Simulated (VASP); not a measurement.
# Al2Au (Fm-3m) in VASP: further runs

The runs below take Al2Au through single point, with r2SCAN.

All numbers are computed with VASP 6.6.1; they aren't measurements. Logs are shortened: lines on timing, memory, paths and dates and some standing lists are left out, and cuts for length are marked.

## (1) The cell of the first run

It takes space group Fm-3m (No. 225, cubic). Conventional cell: a = 6.000 Å, b = 6.000 Å, c = 6.000 Å, α = 90.00°, β = 90.00°, γ = 90.00°. Au (site symmetry m-3m) has 8 Al at 2.60 Å within 3.4 Å. Al (site symmetry -43m) has 4 Au at 2.60 Å and 6 Al at 3.00 Å within 3.4 Å.

## (2) Single point, r2SCAN

File POSCAR:

```
Al2Au
1.0
    0.0000000000      3.0000000000      3.0000000000
    3.0000000000      0.0000000000      3.0000000000
    3.0000000000      3.0000000000      0.0000000000
Au Al
1 2
Direct
    0.0000000000      0.0000000000      0.0000000000
    0.7500000000      0.7500000000      0.7500000000
    0.2500000000      0.2500000000      0.2500000000
```

File INCAR.step1:

```
ALGO = Normal
EDIFF = 1E-4
ENCUT = 520
GGA = PE
ISMEAR = -1
LASPH = T
LCHARG = F
LREAL = F
LWAVE = T
NBANDS = 16
NELM = 80
PREC = Accurate
SIGMA = 0.05
```

File INCAR.step2:

```
ALGO = Normal
EDIFF = 1E-6
ENCUT = 520
ISIF = 2
ISMEAR = -1
ISTART = 1
LASPH = T
LCHARG = F
LMIXTAU = T
LREAL = F
LWAVE = F
METAGGA = R2SCAN
NBANDS = 16
NELM = 80
PREC = Accurate
SIGMA = 0.05
```

File KPOINTS:

```
k-points
0
Gamma
  8 8 8
```

Potentials or basis: VASP PAW PBE potentials, release 64 (Au, Al).

Launch:

```bash
> cat potpaw_PBE.64/Au/POTCAR potpaw_PBE.64/Al/POTCAR > POTCAR
> cp INCAR.step1 INCAR
> mpirun -np 1 vasp_std > vasp.out
> cp INCAR.step2 INCAR
> mpirun -np 1 vasp_std > vasp.out
```

OUTCAR:

```text
EDIFF = 1E-6
   ENCUT = 520
   ISIF = 2
   ISMEAR = -1
   ISTART = 1
   LASPH = T
   LREAL = F
   METAGGA = R2SCAN
   NELM = 80
   PREC = Accurate

 ion  position               nearest neighbor table
   1  0.000  0.000  0.000-   2 2.60   2 2.60   2 2.60   2 2.60   3 2.60   3 2.60   3 2.60   3 2.60

   2  0.750  0.750  0.750-   1 2.60   1 2.60   1 2.60   1 2.60   3 3.00   3 3.00   3 3.00   3 3.00
                             3 3.00   3 3.00
   3  0.250  0.250  0.250-   1 2.60   1 2.60   1 2.60   1 2.60   2 3.00   2 3.00   2 3.00   2 3.00
                             2 3.00   2 3.00

  LATTYP: Found a face centered cubic cell.
 ALAT       =     6.0000000000

  Lattice vectors:

 A1 = (   0.0000000000,   3.0000000000,   3.0000000000)
 A2 = (   3.0000000000,   0.0000000000,   3.0000000000)
 A3 = (   3.0000000000,   3.0000000000,   0.0000000000)

Analysis of symmetry for initial positions (statically):
=====================================================================
 Subroutine PRICEL returns:
 Original cell was already a primitive cell.

 Routine SETGRP: Setting up the symmetry group for a
 face centered cubic supercell.

 Subroutine GETGRP returns: Found 48 space group operations
 (whereof 48 operations were pure point group operations)
 out of a pool of 48 trial point group operations.

The static configuration has the point symmetry O_h .

Analysis of symmetry for dynamics (positions and initial velocities):
=====================================================================
 Subroutine PRICEL returns:
 Original cell was already a primitive cell.

 Routine SETGRP: Setting up the symmetry group for a
 face centered cubic supercell.

 Subroutine GETGRP returns: Found 48 space group operations
 (whereof 48 operations were pure point group operations)
 out of a pool of 48 trial point group operations.

The dynamic configuration has the point symmetry O_h .

 Subroutine INISYM returns: Found 48 space group operations
 (whereof 48 operations are pure point group operations),
 and found     1 'primitive' translations

----------------------------------------------------------------------------------------

                                     Primitive cell

  volume of cell :      54.0000

[... 82 lines left out ...]
   ISTART =      1    job   : 0-new  1-cont  2-samecut
   ICHARG =      0    charge: 1-file 2-atom 10-const
   ISPIN  =      1    spin polarized calculation?
   LNONCOLLINEAR =      F non collinear calculations
   LSORBIT =      F    spin-orbit coupling
   LASPH  =      T    aspherical Exc in radial PAW
   ENCUT  =  520.0 eV  38.22 Ry    6.18 a.u.   7.89  7.89  7.89*2*pi/ulx,y,z
   NELM   =     80;   NELMIN=  2; NELMDL=  0     # of ELM steps
   EDIFF  = 0.1E-05   stopping-criterion for ELM
   LREAL  =      F    real-space projection
   EDIFFG = 0.1E-04   stopping-criterion for IOM
   NSW    =      0    number of steps for IOM
   IBRION =     -1    ionic relax: 0-MD 1-quasi-New 2-CG
   NFREE  =      0    steps in history (QN), initial steepest desc. (CG)
   ISIF   =      2    stress and relaxation
   ISYM   =      2    0-nonsym 1-usesym 2-fastsym
   POTIM  = 0.5000    time-step for ionic-motion
   TEBEG  =    0.0;   TEEND  =   0.0 temperature during run
   PSTRESS=    0.0 pullay stress
   NELECT =      17.0000    total number of electrons
   NUPDOWN=      -1.0000    fix difference up-down
   EMIN   =  10.00;   EMAX   =-10.00  energy-range for DOS
   EFERMI =   0.00;   METHOD = LEGACY
   ISMEAR =    -1;   SIGMA  =   0.05  broadening in eV -4-tet -1-fermi 0-gaus
   EFERMI_NEDOS =   21; number of points for ismear=-14 and -15
   IALGO  =     38    algorithm
   IMIX   =      4    mixing-type and parameters
     AMIX     =   0.40;   BMIX     =  1.00
     AMIX_MAG =   1.60;   BMIX_MAG =  1.00
  volume/ion in A,a.u.               =      18.00       121.47
  Fermi-wavevector in a.u.,A,eV,Ry     =   1.113679  2.104547 16.875035  1.240280
  Thomas-Fermi vector in A             =   2.250266
   LORBIT       =      0    0 simple, 1 ext, 2 COOP (PROOUT), +10 PAW based schemes
   METAGGA = R2SCAN    functional components
   LHFCALC =     F    Hartree Fock is set to
   AEXX    =    0.0000 exact exchange contribution
   IVDW    =     0    specifies the selected vdW correction
   LEPSILON=     F    determine dielectric tensor
   LRPA    =     F    only Hartree local field effects (RPA)
 non-spin polarized calculation
  energy-cutoff  :      520.00
  volume of cell :       54.00
 maximum number of plane-waves:      1475
   NGX = 15   NGY = 15   NGZ = 15

 number of electron      17.0000001 magnetization

 Free energy of the ion-electron system (eV)
  ---------------------------------------------------
  ext. energy  EPLUGINS =         0.00000000
  ---------------------------------------------------
  free energy    TOTEN  =       -65.55619002 eV

  energy without entropy =      -65.54947559  energy(sigma->0) =      -65.55283280

 E-fermi :   7.7278     XC(G=0): -11.2722

 val. band max:        7.6202755224   @ k =   0.3750   0.1250   0.0000
 cond. band min:       7.7591341384   @ k =   0.3750   0.1250   0.0000
 fundamental gap:      0.1388586160
 Fermi energy:         7.7278429648

 k-point     1 :       0.0000    0.0000    0.0000
  band No.  band energies     occupation
      1      -3.3864      2.00000
      2       0.7651      2.00000
      3       0.7651      2.00000
      4       0.7651      2.00000
      5       1.7673      2.00000
      6       1.7673      2.00000
[... 433 lines left out ...]
      3       1.1450      2.00000
      4       1.2737      2.00000
      5       1.6940      2.00000
      6       1.9702      2.00000
[... 8 lines left out ...]
     15      15.9514      0.00000
     16      18.5070      0.00000

 [... further k-points ...]
[... 5 lines left out ...]
  --------------------------------------------------------------------------------------
  -------------------------------------------------------------------------------------
  Total        0.0435042      0.0435042      0.0435042      0.0000000      0.0000000      0.0000000
  in kB        1.2907675      1.2907675      1.2907675      0.0000000      0.0000000      0.0000000
  external PRESSURE =       1.2907675 kB  Pullay stress =       0.0000000 kB

 VOLUME and BASIS-vectors are now :
 -----------------------------------------------------------------------------
  energy-cutoff  :      520.00
  volume of cell :       54.00
      direct lattice vectors                 reciprocal lattice vectors
     0.000000000  3.000000000  3.000000000    -0.166666667  0.166666667  0.166666667
     3.000000000  0.000000000  3.000000000     0.166666667 -0.166666667  0.166666667
     3.000000000  3.000000000  0.000000000     0.166666667  0.166666667 -0.166666667

 POSITION                                       TOTAL-FORCE (eV/Angst)
 -----------------------------------------------------------------------------------
      0.00000      0.00000      0.00000         0.000000     -0.000000     -0.000000
      4.50000      4.50000      4.50000        -0.000000     -0.000000     -0.000000
      1.50000      1.50000      1.50000         0.000000      0.000000      0.000000
 -----------------------------------------------------------------------------------
    total drift:                                0.000000     -0.000000      0.000000

  FREE ENERGIE OF THE ION-ELECTRON SYSTEM (eV)
  ---------------------------------------------------
  free  energy   TOTEN  =       -65.5561900165 eV

  energy  without entropy=      -65.5494755890  energy(sigma->0) =      -65.55283280
```

OUTCAR.step1:

```text
EDIFF = 1E-4
   ENCUT = 520
   GGA = PE
   ISMEAR = -1
   LASPH = T
[... 682 lines left out ...]
      0.00000      0.00000      0.00000         0.000000     -0.000000      0.000000
      4.50000      4.50000      4.50000         0.000000      0.000000      0.000000
      1.50000      1.50000      1.50000        -0.000000     -0.000000     -0.000000
 -----------------------------------------------------------------------------------
    total drift:                                0.000000     -0.000000      0.000000

  FREE ENERGIE OF THE ION-ELECTRON SYSTEM (eV)
  ---------------------------------------------------
  free  energy   TOTEN  =       -12.0183308013 eV

  energy  without entropy=      -12.0097626054  energy(sigma->0) =      -12.01404670
```

Wall time 2.4 min (1 thread of AMD EPYC 7R13, shared host); peak memory 0.17 GiB.

Results:

* Free energy: -65.5562 eV
* Pressure: 0.1 GPa

Caveat: the PAW data sets were made with another functional, which shifts forces and pressure a little; spin-orbit coupling is left out, which moves the levels of the heavy elements.

## (3) Single point, r2SCAN

This run uses another cell than the first one, of 18.36 Å³/atom, 1.020 times its volume.

File POSCAR:

```
Al2Au
1.0
    0.0000000000      3.0198681287      3.0198681287
    3.0198681287      0.0000000000      3.0198681287
    3.0198681287      3.0198681287      0.0000000000
Au Al
1 2
Direct
    0.0000000000      0.0000000000      0.0000000000
    0.7500000000      0.7500000000      0.7500000000
    0.2500000000      0.2500000000      0.2500000000
```

File INCAR.step1:

```
PREC = Accurate ; ENCUT = 520
ISMEAR = -1 ; SIGMA = 0.05
LREAL = False ; LASPH = True
NELM = 100 ; NBANDS = 16
GGA = PE ; ALGO = Normal
EDIFF = 1E-4 ; LWAVE = True
LCHARG = False
```

File INCAR.step2:

```
PREC = Accurate ; ENCUT = 520
EDIFF = 1E-7 ; ISMEAR = -1
SIGMA = 0.05 ; LREAL = False
LASPH = True ; NELM = 100
ALGO = Normal ; ISIF = 2
LWAVE = False ; LCHARG = False
METAGGA = R2SCAN ; LMIXTAU = True
NBANDS = 16 ; ISTART = 1
```

File KPOINTS:

```
regular mesh
0
Gamma
  8 8 8
```

Potentials or basis: VASP PAW PBE potentials, release 64 (Au, Al).

Launch:

```bash
> cat potpaw_PBE.64/Au/POTCAR potpaw_PBE.64/Al/POTCAR > POTCAR
> cp INCAR.step1 INCAR
> mpirun -np 1 vasp_std > vasp.out
> cp INCAR.step2 INCAR
> mpirun -np 1 vasp_std > vasp.out
```

Run time: 2.3 min. Hardware: 1 thread of AMD EPYC 7R13, shared host; peak memory 0.17 GiB.

The run converged. Its results:

| Quantity | Value |
| --- | --- |
| Free energy | -65.5493 eV |
| Pressure | -2.1 GPa |

Levels at points of the mesh, in eV from the Fermi level:
```
           k point  band 5  band 6  band 7  band 8  band 9  band 10  band 11  band 12  band 13  band 14
(0.00, 0.00, 0.00)   -5.86   -5.86    2.74    3.04    3.04     3.04     4.08     4.08     4.08     6.21
(0.50, 0.00, 0.00)   -5.73   -5.73   -5.67    0.34    0.34     3.77     3.90     4.03     4.03     9.29
(0.50, 0.50, 0.00)   -5.99   -5.54   -5.25   -2.21   -2.21     1.45     2.35     8.00    10.46    10.46
```

Caveat: the PAW data sets were made with another functional, which shifts forces and pressure a little; spin-orbit coupling is left out, which moves the levels of the heavy elements.
